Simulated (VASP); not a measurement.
# SnTe5 (F-43m) in VASP: a series of runs

SnTe5 is run at these levels: PBE; tasks: single point, relaxation of cell and atoms.

Everything below comes from runs of VASP 6.6.1. Logs are shortened: lines on timing, memory, paths and dates and some standing lists are left out, and cuts for length are marked.

### Step 1. The cell of the first run

Symmetry: F-43m, No. 216, cubic system. Conventional cell: a = 9.106 Å, b = 9.106 Å, c = 9.106 Å, α = 90.00°, β = 90.00°, γ = 90.00°. Sn (site symmetry -43m) has 16 Te at 3.78 to 3.94 Å within 5.0 Å. Within 5.0 Å of Te (site symmetry -43m) lie 12 Te at 3.77 Å and 4 Sn at 3.94 Å. Te (site symmetry 3m) has 9 Te at 3.19 to 3.77 Å and 3 Sn at 3.78 Å within 4.2 Å.

The cell was built from a structure type or drawn by symmetry, and may not be a known phase.

### Step 2. Single point, PBE

INCAR reads:

```
ALGO = Normal
EDIFF = 1E-7
ENCUT = 520
GGA = PE
ISIF = 2
ISMEAR = 0
LASPH = T
LCHARG = T
LELF = T
LREAL = F
LVHAR = T
LWAVE = F
NBANDS = 31
NELM = 100
PREC = Accurate
SIGMA = 0.1
```

KPOINTS reads:

```
k-points
0
Gamma
  4 4 4
```

POSCAR reads:

```
SnTe5
1.0
    0.0000000000      4.5527570100      4.5527570100
    4.5527570100      0.0000000000      4.5527570100
    4.5527570100      4.5527570100      0.0000000000
Sn Te
1 5
Direct
    0.0000000000      0.0000000000      0.0000000000
    0.7500000000      0.7500000000      0.7500000000
    0.3759736600      0.3759736600      0.8720790100
    0.3759736600      0.8720790100      0.3759736600
    0.3759736600      0.3759736600      0.3759736600
    0.8720790100      0.3759736600      0.3759736600
```

Potentials or basis: VASP PAW PBE potentials, release 64 (Sn_d, Te).

The run is started by

```bash
$ cat potpaw_PBE.64/Sn_d/POTCAR potpaw_PBE.64/Te/POTCAR > POTCAR
$ mpirun -np 1 vasp_std > vasp.out
```

OUTCAR:

```text
EDIFF = 1E-7
   ENCUT = 520
   GGA = PE
   ISIF = 2
   ISMEAR = 0
   LASPH = T
   LREAL = F
   NELM = 100
   PREC = Accurate

 ion  position               nearest neighbor table
   1  0.000  0.000  0.000-
   2  0.750  0.750  0.750-
   3  0.376  0.376  0.872-   4 3.19   5 3.19   6 3.19   5 3.24   4 3.24   6 3.24
   4  0.376  0.872  0.376-   3 3.19   5 3.19   6 3.19   3 3.24   5 3.24   6 3.24
   5  0.376  0.376  0.376-   3 3.19   4 3.19   6 3.19   3 3.24   4 3.24   6 3.24
   6  0.872  0.376  0.376-   3 3.19   4 3.19   5 3.19   5 3.24   3 3.24   4 3.24

  LATTYP: Found a face centered cubic cell.
 ALAT       =     9.1055140200

  Lattice vectors:

 A1 = (   0.0000000000,   4.5527570100,   4.5527570100)
 A2 = (   4.5527570100,   0.0000000000,   4.5527570100)
 A3 = (   4.5527570100,   4.5527570100,   0.0000000000)

Analysis of symmetry for initial positions (statically):
=====================================================================
 Subroutine PRICEL returns:
 Original cell was already a primitive cell.

 Routine SETGRP: Setting up the symmetry group for a
 face centered cubic supercell.

 Subroutine GETGRP returns: Found 24 space group operations
 (whereof 24 operations were pure point group operations)
 out of a pool of 48 trial point group operations.

The static configuration has the point symmetry T_d .

Analysis of symmetry for dynamics (positions and initial velocities):
=====================================================================
 Subroutine PRICEL returns:
 Original cell was already a primitive cell.

 Routine SETGRP: Setting up the symmetry group for a
 face centered cubic supercell.

 Subroutine GETGRP returns: Found 24 space group operations
 (whereof 24 operations were pure point group operations)
 out of a pool of 48 trial point group operations.

The dynamic configuration has the point symmetry T_d .

 Subroutine INISYM returns: Found 24 space group operations
 (whereof 24 operations are pure point group operations),
 and found     1 'primitive' translations

----------------------------------------------------------------------------------------

                                     Primitive cell

  volume of cell :     188.7354

  direct lattice vectors                    reciprocal lattice vectors
     0.000000000  4.552757010  4.552757010    -0.109823564  0.109823564  0.109823564
     4.552757010  0.000000000  4.552757010     0.109823564 -0.109823564  0.109823564
     4.552757010  4.552757010  0.000000000     0.109823564  0.109823564 -0.109823564

  length of vectors
     6.438570710  6.438570710  6.438570710     0.190219992  0.190219992  0.190219992

  position of ions in fractional coordinates (direct lattice)
     0.000000000  0.000000000  0.000000000
     0.750000000  0.750000000  0.750000000
     0.375973660  0.375973660  0.872079010
     0.375973660  0.872079010  0.375973660
     0.375973660  0.375973660  0.375973660
     0.872079010  0.375973660  0.375973660

  ion indices of the primitive-cell ions
   primitive index   ion index
                 1           1
                 2           2
                 3           3
                 4           4
                 5           5
                 6           6

----------------------------------------------------------------------------------------

 KPOINTS: k-points

Automatic generation of k-mesh.
 Grid dimensions read from file:
 generate k-points for:    4    4    4

 Generating k-lattice:

  Cartesian coordinates                     Fractional coordinates (reciprocal lattice)
    -0.027455891  0.027455891  0.027455891     0.250000000  0.000000000  0.000000000
     0.027455891 -0.027455891  0.027455891     0.000000000  0.250000000  0.000000000
     0.027455891  0.027455891 -0.027455891     0.000000000  0.000000000  0.250000000

  Length of vectors
     0.047554998  0.047554998  0.047554998

  Shift w.r.t. Gamma in fractional coordinates (k-lattice)
     0.000000000  0.000000000  0.000000000

 Subroutine IBZKPT returns following result:
 ===========================================

 Found      8 irreducible k-points:

 Following reciprocal coordinates:
            Coordinates               Weight
  0.000000  0.000000  0.000000      1.000000
  0.250000  0.000000  0.000000      8.000000
  0.500000  0.000000  0.000000      4.000000
  0.250000  0.250000  0.000000      6.000000
  0.500000  0.250000  0.000000     24.000000
 -0.250000  0.250000  0.000000     12.000000
  0.500000  0.500000  0.000000      3.000000
 -0.250000  0.500000  0.250000      6.000000
   k-points           NKPTS =      8   k-points in BZ     NKDIM =      8   number of bands    NBANDS=     31
   number of dos      NEDOS =    301   number of ions     NIONS =      6
   total plane-waves  NPLWV = 110592
   dimension x,y,z NGX =    48 NGY =   48 NGZ =   48
   dimension x,y,z NGXF=    96 NGYF=   96 NGZF=   96
   ions per type =               1   5
[... 49 lines left out ...]

 number of electron      43.9999998 magnetization

 Free energy of the ion-electron system (eV)
  ---------------------------------------------------
  ext. energy  EPLUGINS =         0.00000000
  ---------------------------------------------------
  free energy    TOTEN  =       -16.68104160 eV

  energy without entropy =      -16.64121578  energy(sigma->0) =      -16.66112869

 E-fermi :   6.6791     XC(G=0):  -9.6014

 val. band max:        6.6120373592   @ k =   0.2500   0.0000   0.0000
 cond. band min:       6.7002471460   @ k =   0.5000   0.5000   0.0000
 fundamental gap:      0.0882097869
 Fermi energy:         6.6791116912

 k-point     1 :       0.0000    0.0000    0.0000
  band No.  band energies     occupation
      1     -15.4993      2.00000
      2     -15.4993      2.00000
      3     -15.4977      2.00000
      4     -15.4977      2.00000
      5     -15.4977      2.00000
      6      -6.9428      2.00000
[... 23 lines left out ...]
     30      11.3621      0.00000
     31      12.6611      0.00000

 k-point     2 :       0.2500    0.0000    0.0000
  band No.  band energies     occupation
      1     -15.4994      2.00000
      2     -15.4994      2.00000
      3     -15.4977      2.00000
      4     -15.4976      2.00000
      5     -15.4976      2.00000
      6      -6.7063      2.00000
[... 23 lines left out ...]
     30      12.1330      0.00000
     31      13.2052      0.00000

 k-point     3 :       0.5000    0.0000    0.0000
  band No.  band energies     occupation
      1     -15.4994      2.00000
      2     -15.4994      2.00000
      3     -15.4977      2.00000
      4     -15.4976      2.00000
      5     -15.4976      2.00000
      6      -6.3134      2.00000
[... 23 lines left out ...]
     30      11.3843      0.00000
     31      12.4746      0.00000

 k-point     4 :       0.2500    0.2500    0.0000
  band No.  band energies     occupation
      1     -15.4994      2.00000
      2     -15.4993      2.00000
      3     -15.4977      2.00000
      4     -15.4976      2.00000
      5     -15.4976      2.00000
      6      -6.6177      2.00000
[... 23 lines left out ...]
     30      12.4064      0.00000
     31      12.6675      0.00000

 k-point     5 :       0.5000    0.2500    0.0000
  band No.  band energies     occupation
      1     -15.4994      2.00000
      2     -15.4993      2.00000
      3     -15.4977      2.00000
      4     -15.4976      2.00000
      5     -15.4976      2.00000
      6      -6.1644      2.00000
[... 23 lines left out ...]
     30      12.0778      0.00000
     31      12.5051      0.00000

 k-point     6 :      -0.2500    0.2500    0.0000
  band No.  band energies     occupation
      1     -15.4994      2.00000
      2     -15.4994      2.00000
      3     -15.4977      2.00000
      4     -15.4976      2.00000
      5     -15.4976      2.00000
      6      -6.3516      2.00000
[... 23 lines left out ...]
     30      12.0573      0.00000
     31      12.4901      0.00000

 k-point     7 :       0.5000    0.5000    0.0000
  band No.  band energies     occupation
      1     -15.4995      2.00000
      2     -15.4993      2.00000
      3     -15.4978      2.00000
      4     -15.4975      2.00000
      5     -15.4975      2.00000
      6      -5.7705      2.00000
[... 23 lines left out ...]
     30      13.0343      0.00000
     31      13.0395      0.00000

 k-point     8 :      -0.2500    0.5000    0.2500
  band No.  band energies     occupation
      1     -15.4994      2.00000
      2     -15.4993      2.00000
      3     -15.4977      2.00000
      4     -15.4976      2.00000
      5     -15.4975      2.00000
      6      -5.7617      2.00000
[... 23 lines left out ...]
     30      12.4412      0.00000
     31      12.5113      0.00000

------------------------ aborting loop because EDIFF is reached ----------------------------------------

  FORCE on cell =-STRESS in cart. coord.  units (eV):
  Direction    XX          YY          ZZ          XY          YZ          ZX
  --------------------------------------------------------------------------------------
  -------------------------------------------------------------------------------------
  Total       -0.9185554     -0.9185554     -0.9185554      0.0000000     -0.0000000      0.0000000
  in kB       -7.7976280     -7.7976280     -7.7976280      0.0000000     -0.0000000      0.0000000
  external PRESSURE =      -7.7976280 kB  Pullay stress =       0.0000000 kB

 VOLUME and BASIS-vectors are now :
 -----------------------------------------------------------------------------
  energy-cutoff  :      520.00
  volume of cell :      188.74
      direct lattice vectors                 reciprocal lattice vectors
     0.000000000  4.552757010  4.552757010    -0.109823564  0.109823564  0.109823564
     4.552757010  0.000000000  4.552757010     0.109823564 -0.109823564  0.109823564
     4.552757010  4.552757010  0.000000000     0.109823564  0.109823564 -0.109823564

 POSITION                                       TOTAL-FORCE (eV/Angst)
 -----------------------------------------------------------------------------------
      0.00000      0.00000      0.00000        -0.000000     -0.000000     -0.000000
      6.82914      6.82914      6.82914        -0.000000     -0.000000     -0.000000
      5.68208      5.68208      3.42343        -0.055122     -0.055122      0.055122
      5.68208      3.42343      5.68208        -0.055122      0.055122     -0.055122
      3.42343      3.42343      3.42343         0.055122      0.055122      0.055122
      3.42343      5.68208      5.68208         0.055122     -0.055122     -0.055122
 -----------------------------------------------------------------------------------
    total drift:                                0.000027      0.000027      0.000027

  FREE ENERGIE OF THE ION-ELECTRON SYSTEM (eV)
  ---------------------------------------------------
  free  energy   TOTEN  =       -16.6810416038 eV

  energy  without entropy=      -16.6412157761  energy(sigma->0) =      -16.66112869
```

Run time: 32 s. Hardware: 1 thread of AMD EPYC 9R45 (Zen 5), shared host; peak memory 0.29 GiB.

Results:

| Quantity | Value |
| --- | --- |
| Free energy | -16.6810 eV |
| Pressure | -0.8 GPa |
| Largest force | 0.095 eV/Å |
| Band gap on the k mesh | zero (bands 22 and 23 overlap by 1.13 eV) |

Forces in eV/Å, atoms in the order of the input:
```
Sn   0.000  0.000  0.000
Te   0.000  0.000  0.000
Te  -0.055 -0.055  0.055
Te  -0.055  0.055 -0.055
Te   0.055  0.055  0.055
Te   0.055 -0.055 -0.055
```

Levels at points of the mesh, in eV from the Fermi level:
```tsv
k point	band 18	band 19	band 20	band 21	band 22	band 23	band 24	band 25	band 26	band 27
(0.00, 0.00, 0.00)	-1.79	-1.79	-1.79	1.06	1.06	1.06	1.31	1.31	1.31	3.56
(0.50, 0.00, 0.00)	-2.04	-2.04	-1.69	-0.98	0.11	0.11	1.18	1.38	1.88	1.88
(0.50, 0.50, 0.00)	-1.93	-1.89	-1.71	-1.59	-0.51	0.02	0.02	0.82	1.27	1.27
```

Caveat: spin-orbit coupling is left out, which moves the levels of the heavy elements.

### Step 3. Single point, PBE

This run uses another cell than the first one, of 30.62 Å³/atom.

INCAR reads:

```
SYSTEM = SnTe5
PREC     = Accurate       ! precision mode
ENCUT    = 520            ! plane-wave cutoff, eV
EDIFF    = 1E-6           ! SCF threshold, eV
ISMEAR   = 0              ! smearing method
SIGMA    = 0.1            ! smearing width, eV
LREAL    = .FALSE.        ! projectors in reciprocal space
LASPH    = .TRUE.         ! aspherical terms in the spheres
NELM     = 80             ! most SCF steps
ALGO     = Normal         ! electronic algorithm
ISIF     = 2              ! what is computed and relaxed
LWAVE    = .FALSE.        ! write WAVECAR
LCHARG   = .TRUE.         ! write CHGCAR
GGA      = PE             ! functional
LELF     = .TRUE.         ! ELF
LVHAR    = .TRUE.       
NBANDS   = 31             ! bands
```

KPOINTS reads:

```
Automatic mesh
0
G
  8 8 8
  0 0 0
```

POSCAR reads:

```
SnTe5
1.0
    0.0000000000      4.5121374862      4.5121374862
    4.5121374862      0.0000000000      4.5121374862
    4.5121374862      4.5121374862      0.0000000000
Sn Te
1 5
Direct
    0.0000000000      0.0000000000      0.0000000000
    0.7500000000      0.7500000000      0.7500000000
    0.3758198021      0.3758198021      0.8725405936
    0.3758198021      0.8725405936      0.3758198021
    0.3758198021      0.3758198021      0.3758198021
    0.8725405936      0.3758198021      0.3758198021
```

Potentials or basis: VASP PAW PBE potentials, release 64 (Sn_d, Te).

The run is started by

```bash
$ cat potpaw_PBE.64/Sn_d/POTCAR potpaw_PBE.64/Te/POTCAR > POTCAR
$ mpirun -np 1 vasp_std > vasp.out
```

Run time: 84 s. Hardware: 1 thread of AMD EPYC 9R45 (Zen 5), shared host; peak memory 0.37 GiB.

It converged, with:

* Free energy: -17.0517 eV
* Pressure: -0.1 GPa
* Band gap on the k mesh: zero (bands 22 and 23 overlap by 1.50 eV)

Levels at points of the mesh, in eV from the Fermi level:
```csv
k point,band 20,band 21,band 22,band 23,band 24,band 25
"(0.00, 0.00, 0.00)",-1.91,1.09,1.09,1.09,1.38,1.38
"(0.50, 0.00, 0.00)",-1.68,-1.01,0.09,0.09,1.18,1.46
"(0.50, 0.50, 0.00)",-1.76,-1.66,-0.57,-0.01,-0.01,0.81
```

Caveat: spin-orbit coupling is left out, which moves the levels of the heavy elements.

### Step 4. Relaxation of cell and atoms, PBE

INCAR reads:

```
SYSTEM = SnTe5
ALGO = Normal
EDIFF = 1E-6
EDIFFG = -0.01
ENCUT = 600
GGA = PE
IBRION = 2
ISIF = 3
ISMEAR = 0
LASPH = .True.
LCHARG = .False.
LREAL = .False.
LWAVE = .False.
NELM = 100
NSW = 100
PREC = Accurate
SIGMA = 0.1
```

KPOINTS reads:

```
k-points
0
Gamma
  8 8 8
  0 0 0
```

POSCAR reads:

```
SnTe5
1.0
    0.0000000000      4.5527570100      4.5527570100
    4.5527570100      0.0000000000      4.5527570100
    4.5527570100      4.5527570100      0.0000000000
Sn Te
1 5
Direct
    0.0000000000      0.0000000000      0.0000000000
    0.7500000000      0.7500000000      0.7500000000
    0.3759736600      0.3759736600      0.8720790100
    0.3759736600      0.8720790100      0.3759736600
    0.3759736600      0.3759736600      0.3759736600
    0.8720790100      0.3759736600      0.3759736600
```

The run is started by

```bash
$ cat potpaw_PBE.64/Sn_d/POTCAR potpaw_PBE.64/Te/POTCAR > POTCAR
$ mpirun -np 1 vasp_std > vasp.out
```

It took 5.7 min on 1 thread of AMD EPYC 9R45 (Zen 5), shared host; peak memory 0.48 GiB.

The run converged. Its results:

- Free energy: -17.0518 eV
- Relaxed volume: 30.59 Å³/atom
- Relaxed cell: a = 6.379 Å, b = 6.379 Å, c = 6.379 Å, α = 60.00°, β = 60.00°, γ = 60.00°
- Space group after relaxing (to 0.1 Å): F-43m (No. 216)
- Energy gained by relaxing: 3.3 meV/atom
- Ionic steps: 6
- Pressure after relaxing: 0.0 GPa
- Band gap on the k mesh: zero (bands 22 and 23 overlap by 1.51 eV)

Step by step:
| step | energy change (eV) | largest force (eV/Å) | pressure (GPa) | volume (Å³) |
| --- | --- | --- | --- | --- |
| 1 | 0.0000 | 0.0061 | -1.18 | 188.74 |
| 2 | -0.0192 | 0.0207 | 0.25 | 182.46 |
| 3 | -0.0200 | 0.0182 | 0.00 | 183.47 |
| 4 | -0.0200 | 0.0180 | -0.03 | 183.57 |
| 5 | -0.0200 | 0.0113 | -0.03 | 183.56 |
| 6 | -0.0201 | 0.0002 | -0.03 | 183.55 |

Final structure:
```cif
data_structure
_symmetry_space_group_name_H-M 'P 1'
_symmetry_Int_Tables_number 1
_cell_length_a 6.3791
_cell_length_b 6.3791
_cell_length_c 6.3791
_cell_angle_alpha 60.000
_cell_angle_beta 60.000
_cell_angle_gamma 60.000
_cell_volume 183.55
loop_
_atom_site_label
_atom_site_type_symbol
_atom_site_fract_x
_atom_site_fract_y
_atom_site_fract_z
_atom_site_occupancy
Sn1 Sn 0.00000 0.00000 0.00000 1
Te1 Te 0.75000 0.75000 0.75000 1
Te2 Te 0.37581 0.37581 0.87256 1
Te3 Te 0.37581 0.87256 0.37581 1
Te4 Te 0.37581 0.37581 0.37581 1
Te5 Te 0.87256 0.37581 0.37581 1
```

Levels at points of the mesh, in eV from the Fermi level:
| k point | band 18 | band 19 | band 20 | band 21 | band 22 | band 23 | band 24 | band 25 | band 26 |
| --- | --- | --- | --- | --- | --- | --- | --- | --- | --- |
| (0.00, 0.00, 0.00) | -1.92 | -1.92 | -1.92 | 1.09 | 1.09 | 1.09 | 1.38 | 1.38 | 1.38 |
| (0.50, 0.00, 0.00) | -2.11 | -2.11 | -1.68 | -1.02 | 0.09 | 0.09 | 1.19 | 1.46 | 1.93 |
| (0.50, 0.50, 0.00) | -1.95 | -1.89 | -1.76 | -1.66 | -0.57 | -0.01 | -0.01 | 0.81 | 1.28 |

Caveat: spin-orbit coupling is left out, which moves the levels of the heavy elements.

### Step 5. The runs side by side

| task | cell | k mesh | cutoff (eV) | gap on the mesh (eV) | pressure (GPa) |
| --- | --- | --- | --- | --- | --- |
| single point | a = 6.439 Å, angles 60.0°, 6 atoms | 4 × 4 × 4 | 520 | none | -0.8 |
| single point | a = 6.381 Å, angles 60.0°, 6 atoms | 8 × 8 × 8 | 520 | none | -0.1 |
| relaxation of cell and atoms | relaxed from a = 6.439 Å, angles 60.0°, 6 atoms | 8 × 8 × 8 | 600 | none | 0.0 |

Alike in all rows: level PBE; potentials or basis VASP PAW PBE potentials, release 64 (Sn_d, Te); no spin polarisation; smearing gaussian 0.1 eV.

Caveats: spin-orbit coupling is left out, which moves the levels of the heavy elements.

Absolute energies hang on the potentials; compare differences alone.
